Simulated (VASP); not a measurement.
# K3Te2 (R-3c) in VASP: further runs

Runs on K3Te2. Level: PBE. Tasks: single point, relaxation of cell and atoms.

All numbers are computed with VASP 6.6.1; they aren't measurements. Logs are shortened: lines on timing, memory, paths and dates and some standing lists are left out, and cuts for length are marked.

**1. The cell of the first run**

The structure is trigonal, space group R-3c (No. 167). The conventional cell has a = 7.686 Å, b = 7.686 Å, c = 20.983 Å, α = 90.00°, β = 90.00°, γ = 120.00°. K (site symmetry 2) has 4 Te at 3.00 to 3.18 Å within 3.9 Å. Te (site symmetry 3) has 6 K at 3.00 to 3.18 Å within 3.9 Å.

**2. Single point, PBE**

INCAR reads:

```
SYSTEM = K3Te2
PREC = Accurate
ENCUT = 500
EDIFF = 1E-6
ISMEAR = 0
SIGMA = 0.1
LREAL = .FALSE.
LASPH = .TRUE.
NELM = 120
ALGO = Normal
ISIF = 2
LWAVE = .FALSE.
LCHARG = .TRUE.
GGA = PE
LELF = .TRUE.
LVHAR = .TRUE.
NBANDS = 50
GGA_COMPAT = .FALSE.
```

KPOINTS reads:

```
regular mesh
0
G
  3 3 3
  0 0 0
```

POSCAR reads:

```
K3Te2
1.0
    3.8427907140      2.2186362531      6.9944561736
   -3.8427907140      2.2186362531      6.9944561736
    0.0000000000     -4.4372725064      6.9944561736
K Te
6 4
Direct
    0.0562500000      0.4437500000      0.7500000000
    0.7500000000      0.0562500000      0.4437500000
    0.4437500000      0.7500000000      0.0562500000
    0.9437500000      0.5562500000      0.2500000000
    0.2500000000      0.9437500000      0.5562500000
    0.5562500000      0.2500000000      0.9437500000
    0.8521800000      0.8521800000      0.8521800000
    0.6478200000      0.6478200000      0.6478200000
    0.1478200000      0.1478200000      0.1478200000
    0.3521800000      0.3521800000      0.3521800000
```

Potentials or basis: VASP PAW PBE potentials, release 64 (K_sv, Te).

Command:

```bash
$ cat potpaw_PBE.64/K_sv/POTCAR potpaw_PBE.64/Te/POTCAR > POTCAR
$ mpirun -np 1 vasp_std > vasp.out
```

OUTCAR:

```text
SYSTEM = K3Te2
   PREC = Accurate
   ENCUT = 500
   EDIFF = 1E-6
   ISMEAR = 0
   LREAL = .FALSE.
   LASPH = .TRUE.
   NELM = 120
   ISIF = 2
   GGA = PE

 ion  position               nearest neighbor table
   1  0.056  0.444  0.750-   9 3.00  10 3.00   7 3.18   8 3.18
   2  0.750  0.056  0.444-   9 3.00  10 3.00   8 3.18   7 3.18
   3  0.444  0.750  0.056-  10 3.00   9 3.00   7 3.18   8 3.18
   4  0.944  0.556  0.250-   7 3.00   8 3.00   9 3.18  10 3.18
   5  0.250  0.944  0.556-   7 3.00   8 3.00  10 3.18   9 3.18
   6  0.556  0.250  0.944-   8 3.00   7 3.00   9 3.18  10 3.18
   7  0.852  0.852  0.852-   5 3.00   6 3.00   4 3.00   3 3.18   1 3.18   2 3.18
   8  0.648  0.648  0.648-   6 3.00   5 3.00   4 3.00   2 3.18   1 3.18   3 3.18
   9  0.148  0.148  0.148-   2 3.00   3 3.00   1 3.00   6 3.18   4 3.18   5 3.18
  10  0.352  0.352  0.352-   3 3.00   2 3.00   1 3.00   5 3.18   4 3.18   6 3.18

  LATTYP: Found a trigonal (rhomboedric) cell.
 ALAT       =     8.2832242792
 COS(alpha) =     0.5695481095

  Lattice vectors:

 A1 = (   3.8427907140,   2.2186362531,   6.9944561736)
 A2 = (  -3.8427907140,   2.2186362531,   6.9944561736)
 A3 = (   0.0000000000,  -4.4372725064,   6.9944561736)

Analysis of symmetry for initial positions (statically):
=====================================================================
 Subroutine PRICEL returns:
 Original cell was already a primitive cell.

 Routine SETGRP: Setting up the symmetry group for a
 trigonal (rhombohedral) supercell.

 Subroutine GETGRP returns: Found 12 space group operations
 (whereof  6 operations were pure point group operations)
 out of a pool of 12 trial point group operations.

The static configuration has the point symmetry S_6 .
 The point group associated with its full space group is D_3d.

Analysis of symmetry for dynamics (positions and initial velocities):
=====================================================================
 Subroutine PRICEL returns:
 Original cell was already a primitive cell.

 Routine SETGRP: Setting up the symmetry group for a
 trigonal (rhombohedral) supercell.

 Subroutine GETGRP returns: Found 12 space group operations
 (whereof  6 operations were pure point group operations)
 out of a pool of 12 trial point group operations.

The dynamic configuration has the point symmetry S_6 .
 The point group associated with its full space group is D_3d.

 Subroutine INISYM returns: Found 12 space group operations
 (whereof  6 operations are pure point group operations),
 and found     1 'primitive' translations

----------------------------------------------------------------------------------------

                                     Primitive cell

  volume of cell :     357.7981

  direct lattice vectors                    reciprocal lattice vectors
     3.842790714  2.218636253  6.994456174     0.130113773  0.075121222  0.047656791
    -3.842790714  2.218636253  6.994456174    -0.130113773  0.075121222  0.047656791
     0.000000000 -4.437272506  6.994456174     0.000000000 -0.150242444  0.047656791

  length of vectors
     8.283224279  8.283224279  8.283224279     0.157619674  0.157619674  0.157619674

  position of ions in fractional coordinates (direct lattice)
     0.056250000  0.443750000  0.750000000
     0.750000000  0.056250000  0.443750000
     0.443750000  0.750000000  0.056250000
     0.943750000  0.556250000  0.250000000
     0.250000000  0.943750000  0.556250000
     0.556250000  0.250000000  0.943750000
     0.852180000  0.852180000  0.852180000
     0.647820000  0.647820000  0.647820000
     0.147820000  0.147820000  0.147820000
     0.352180000  0.352180000  0.352180000

  ion indices of the primitive-cell ions
   primitive index   ion index
                 1           1
                 2           2
                 3           3
                 4           4
                 5           5
                 6           6
                 7           7
                 8           8
                 9           9
                10          10

----------------------------------------------------------------------------------------

 KPOINTS: regular mesh

Automatic generation of k-mesh.
 Grid dimensions read from file:
 generate k-points for:    3    3    3

 Generating k-lattice:

  Cartesian coordinates                     Fractional coordinates (reciprocal lattice)
     0.043371258  0.025040407  0.015885597     0.333333333 -0.000000000  0.000000000
    -0.043371258  0.025040407  0.015885597    -0.000000000  0.333333333  0.000000000
     0.000000000 -0.050080815  0.015885597     0.000000000  0.000000000  0.333333333

  Length of vectors
     0.052539891  0.052539891  0.052539891

  Shift w.r.t. Gamma in fractional coordinates (k-lattice)
     0.000000000  0.000000000  0.000000000

 Subroutine IBZKPT returns following result:
 ===========================================

 Found      6 irreducible k-points:

 Following reciprocal coordinates:
            Coordinates               Weight
  0.000000  0.000000  0.000000      1.000000
  0.333333  0.000000  0.000000      6.000000
  0.333333  0.333333  0.000000      6.000000
 -0.333333  0.333333  0.000000      6.000000
  0.333333  0.333333  0.333333      2.000000
 -0.333333  0.333333  0.333333      6.000000
   k-points           NKPTS =      6   k-points in BZ     NKDIM =      6   number of bands    NBANDS=     50
   number of dos      NEDOS =    301   number of ions     NIONS =     10
   total plane-waves  NPLWV = 216000
   dimension x,y,z NGX =    60 NGY =   60 NGZ =   60
   dimension x,y,z NGXF=   120 NGYF=  120 NGZF=  120
   ions per type =               6   4
   NGX,Y,Z   is equivalent  to a cutoff of  12.04, 12.04, 12.04 a.u.
   NGXF,Y,Z  is equivalent  to a cutoff of  24.08, 24.08, 24.08 a.u.
 SYSTEM =  K3Te2
   PREC   = accura    normal or accurate (medium, high low for compatibility)
   ISTART =      0    job   : 0-new  1-cont  2-samecut
   ICHARG =      2    charge: 1-file 2-atom 10-const
   ISPIN  =      1    spin polarized calculation?
   LNONCOLLINEAR =      F non collinear calculations
   LSORBIT =      F    spin-orbit coupling
   LASPH  =      T    aspherical Exc in radial PAW
   ENCUT  =  500.0 eV  36.75 Ry    6.06 a.u.  15.10 15.10 15.10*2*pi/ulx,y,z
   NELM   =    120;   NELMIN=  2; NELMDL= -5     # of ELM steps
   EDIFF  = 0.1E-05   stopping-criterion for ELM
   LREAL  =      F    real-space projection
   EDIFFG = 0.1E-04   stopping-criterion for IOM
   NSW    =      0    number of steps for IOM
   IBRION =     -1    ionic relax: 0-MD 1-quasi-New 2-CG
   NFREE  =      0    steps in history (QN), initial steepest desc. (CG)
   ISIF   =      2    stress and relaxation
   ISYM   =      2    0-nonsym 1-usesym 2-fastsym
   POTIM  = 0.5000    time-step for ionic-motion
   TEBEG  =    0.0;   TEEND  =   0.0 temperature during run
   PSTRESS=    0.0 pullay stress
   NELECT =      78.0000    total number of electrons
   NUPDOWN=      -1.0000    fix difference up-down
   EMIN   =  10.00;   EMAX   =-10.00  energy-range for DOS
   EFERMI =   0.00;   METHOD = LEGACY
   ISMEAR =     0;   SIGMA  =   0.10  broadening in eV -4-tet -1-fermi 0-gaus
   EFERMI_NEDOS =   21; number of points for ismear=-14 and -15
   IALGO  =     38    algorithm
   IMIX   =      4    mixing-type and parameters
     AMIX     =   0.40;   BMIX     =  1.00
     AMIX_MAG =   1.60;   BMIX_MAG =  1.00
  volume/ion in A,a.u.               =      35.78       241.45
  Fermi-wavevector in a.u.,A,eV,Ry     =   0.985282  1.861912 13.208260  0.970780
  Thomas-Fermi vector in A             =   2.116577
   LORBIT       =      0    0 simple, 1 ext, 2 COOP (PROOUT), +10 PAW based schemes
   GGA     = PE    functional components
   LHFCALC =     F    Hartree Fock is set to
   AEXX    =    0.0000 exact exchange contribution
   IVDW    =     0    specifies the selected vdW correction
   LEPSILON=     F    determine dielectric tensor
   LRPA    =     F    only Hartree local field effects (RPA)
 non-spin polarized calculation
 Gauss-broadening in eV      SIGMA  =   0.10
  energy-cutoff  :      500.00
  volume of cell :      357.80
 maximum number of plane-waves:      9114
   NGX = 31   NGY = 31   NGZ = 31

 number of electron      77.9999998 magnetization

 Free energy of the ion-electron system (eV)
  ---------------------------------------------------
  ext. energy  EPLUGINS =         0.00000000
  ---------------------------------------------------
  free energy    TOTEN  =       -22.60775828 eV

  energy without entropy =      -22.49973507  energy(sigma->0) =      -22.55374668

 E-fermi :   1.2066     XC(G=0):  -7.7747

 val. band max:        1.1751367504   @ k =   0.3333   0.0000   0.0000
 cond. band min:       1.2073260104   @ k =   0.3333   0.3333   0.0000
 fundamental gap:      0.0321892600
 Fermi energy:         1.2065794160

 k-point     1 :       0.0000    0.0000    0.0000
  band No.  band energies     occupation
      1     -27.7886      2.00000
      2     -27.7712      2.00000
      3     -27.7689      2.00000
      4     -27.7689      2.00000
      5     -27.7651      2.00000
      6     -27.7651      2.00000
[... 42 lines left out ...]
     49       6.6926      0.00000
     50       7.2713      0.00000

 k-point     2 :       0.3333    0.0000    0.0000
  band No.  band energies     occupation
      1     -27.7836      2.00000
      2     -27.7744      2.00000
      3     -27.7687      2.00000
      4     -27.7683      2.00000
      5     -27.7668      2.00000
      6     -27.7659      2.00000
[... 42 lines left out ...]
     49       7.0762      0.00000
     50       7.0778      0.00000

 k-point     3 :       0.3333    0.3333    0.0000
  band No.  band energies     occupation
      1     -27.7825      2.00000
      2     -27.7725      2.00000
      3     -27.7708      2.00000
      4     -27.7692      2.00000
      5     -27.7681      2.00000
      6     -27.7647      2.00000
[... 42 lines left out ...]
     49       6.9121      0.00000
     50       7.3625      0.00000

 k-point     4 :      -0.3333    0.3333    0.0000
  band No.  band energies     occupation
      1     -27.7777      2.00000
      2     -27.7768      2.00000
      3     -27.7715      2.00000
      4     -27.7690      2.00000
      5     -27.7672      2.00000
      6     -27.7655      2.00000
[... 42 lines left out ...]
     49       7.1303      0.00000
     50       7.3445      0.00000

 k-point     5 :       0.3333    0.3333    0.3333
  band No.  band energies     occupation
      1     -27.7842      2.00000
      2     -27.7755      2.00000
      3     -27.7679      2.00000
      4     -27.7679      2.00000
      5     -27.7660      2.00000
      6     -27.7660      2.00000
[... 42 lines left out ...]
     49       6.9223      0.00000
     50       7.4473      0.00000

 k-point     6 :      -0.3333    0.3333    0.3333
  band No.  band energies     occupation
      1     -27.7781      2.00000
      2     -27.7770      2.00000
      3     -27.7715      2.00000
      4     -27.7697      2.00000
      5     -27.7659      2.00000
      6     -27.7655      2.00000
[... 42 lines left out ...]
     49       6.9423      0.00000
     50       7.4639      0.00000

------------------------ aborting loop because EDIFF is reached ----------------------------------------

  FORCE on cell =-STRESS in cart. coord.  units (eV):
  Direction    XX          YY          ZZ          XY          YZ          ZX
  --------------------------------------------------------------------------------------
  -------------------------------------------------------------------------------------
  Total       22.7635851     22.7635851     19.8873686      0.0000000     -0.0000000      0.0000000
  in kB      101.9326236    101.9326236     89.0532686      0.0000000     -0.0000000      0.0000000
  external PRESSURE =      97.6395052 kB  Pullay stress =       0.0000000 kB

 VOLUME and BASIS-vectors are now :
 -----------------------------------------------------------------------------
  energy-cutoff  :      500.00
  volume of cell :      357.80
      direct lattice vectors                 reciprocal lattice vectors
     3.842790714  2.218636253  6.994456174     0.130113773  0.075121222  0.047656791
    -3.842790714  2.218636253  6.994456174    -0.130113773  0.075121222  0.047656791
     0.000000000 -4.437272506  6.994456174     0.000000000 -0.150242444  0.047656791

 POSITION                                       TOTAL-FORCE (eV/Angst)
 -----------------------------------------------------------------------------------
     -1.48908     -2.21864      8.74307        -0.286819     -0.000000     -0.000000
      2.66594     -0.18026      8.74307         0.143409     -0.248393     -0.000000
     -1.17685      2.39890      8.74307         0.143409      0.248393     -0.000000
      1.48908      2.21864     12.24030         0.286819     -0.000000     -0.000000
     -2.66594      0.18026     12.24030        -0.143409      0.248393     -0.000000
      1.17685     -2.39890     12.24030        -0.143409     -0.248393     -0.000000
      0.00000     -0.00000     17.88161         0.000000      0.000000     -0.303355
      0.00000     -0.00000     13.59345         0.000000     -0.000000      0.303355
      0.00000     -0.00000      3.10176         0.000000     -0.000000      0.303355
      0.00000     -0.00000      7.38992         0.000000      0.000000     -0.303355
 -----------------------------------------------------------------------------------
    total drift:                               -0.000000      0.000000      0.000000

  FREE ENERGIE OF THE ION-ELECTRON SYSTEM (eV)
  ---------------------------------------------------
  free  energy   TOTEN  =       -22.6077582842 eV

  energy  without entropy=      -22.4997350723  energy(sigma->0) =      -22.55374668
```

It took 88 s on 1 thread of Intel Xeon 6975P-C (Granite Rapids), shared host; peak memory 0.51 GiB.

What came out:

| Property | Result |
| --- | --- |
| Free energy | -22.6078 eV |
| Pressure | 9.8 GPa |
| Largest force | 0.303 eV/Å |
| Band gap on the k mesh | zero (bands 39 and 40 overlap by 0.16 eV) |

Forces in eV/Å, atoms in the order of the input:
```
K   -0.287  0.000  0.000
K    0.143 -0.248  0.000
K    0.143  0.248  0.000
K    0.287  0.000  0.000
K   -0.143  0.248  0.000
K   -0.143 -0.248  0.000
Te   0.000  0.000 -0.303
Te   0.000  0.000  0.303
Te   0.000  0.000  0.303
Te   0.000  0.000 -0.303
```

Levels at points of the mesh, in eV from the Fermi level:
| k point | band 37 | band 38 | band 39 | band 40 | band 41 | band 42 |
| --- | --- | --- | --- | --- | --- | --- |
| (0.00, 0.00, 0.00) | -0.20 | -0.07 | -0.07 | 0.06 | 2.82 | 4.23 |

Caveat: the cell stands under pressure; spin-orbit coupling is left out, which moves the levels of the heavy elements.

**3. Single point, PBE**

This run uses another cell than the first one, of 41.80 Å³/atom.

INCAR reads:

```
SYSTEM = K3Te2
PREC = Accurate
ENCUT = 500
EDIFF = 1E-6
ISMEAR = 0
SIGMA = 0.1
LREAL = .False.
LASPH = .True.
NELM = 120
ALGO = Normal
ISIF = 2
LWAVE = .False.
LCHARG = .True.
GGA = PE
LELF = .True.
LVHAR = .True.
NBANDS = 50
GGA_COMPAT = .False.
```

KPOINTS reads:

```
regular mesh
0
Gamma
  3 3 3
  0 0 0
```

POSCAR reads:

```
K3Te2
1.0
    4.9024475740      2.8304294265      5.0206362894
   -4.9024475740      2.8304294265      5.0206362894
    0.0000000000     -5.6608588531      5.0206362894
K Te
6 4
Direct
    0.0535270764      0.4464729236      0.7500000000
    0.7500000000      0.0535270764      0.4464729236
    0.4464729236      0.7500000000      0.0535270764
    0.9464729236      0.5535270764      0.2500000000
    0.2500000000      0.9464729236      0.5535270764
    0.5535270764      0.2500000000      0.9464729236
    0.8793737172      0.8793737172      0.8793737172
    0.6206262828      0.6206262828      0.6206262828
    0.1206262828      0.1206262828      0.1206262828
    0.3793737172      0.3793737172      0.3793737172
```

Potentials or basis: VASP PAW PBE potentials, release 64 (K_sv, Te).

Command:

```bash
$ cat potpaw_PBE.64/K_sv/POTCAR potpaw_PBE.64/Te/POTCAR > POTCAR
$ mpirun -np 1 vasp_std > vasp.out
```

Wall time 75 s (1 thread of Intel Xeon 6975P-C (Granite Rapids), shared host); peak memory 0.45 GiB.

The run converged. Its results:

```
Free energy            : -27.4855 eV
Pressure               : 0.0 GPa
Largest force          : 0.004 eV/Å
Band gap on the k mesh : 0.82 eV (least direct gap 0.87 eV)
```

Forces in eV/Å, atoms in the order of the input:
```
K   -0.004  0.000  0.000
K    0.002 -0.004  0.000
K    0.002  0.004  0.000
K    0.004  0.000  0.000
K   -0.002  0.004  0.000
K   -0.002 -0.004  0.000
Te   0.000  0.000 -0.001
Te   0.000  0.000  0.001
Te   0.000  0.000  0.001
Te   0.000  0.000 -0.001
```

Stress tensor (GPa, compression positive):
```
 0.10  0.00  0.00
 0.00  0.10  0.00
 0.00  0.00 -0.07
```

Levels at points of the mesh, in eV from the valence-band top:
```
           k point  band 36  band 37  band 38  band 39  band 40  band 41  band 42  band 43
(0.00, 0.00, 0.00)    -1.13    -0.93    -0.93    -0.90     1.25     1.27     2.88     2.88
```

Caveat: spin-orbit coupling is left out, which moves the levels of the heavy elements. A k mesh can miss the band edges.

(Continued in part 2 of 2.)

The gap in the log of VASP goes by the Fermi energy; the results here count the filled bands.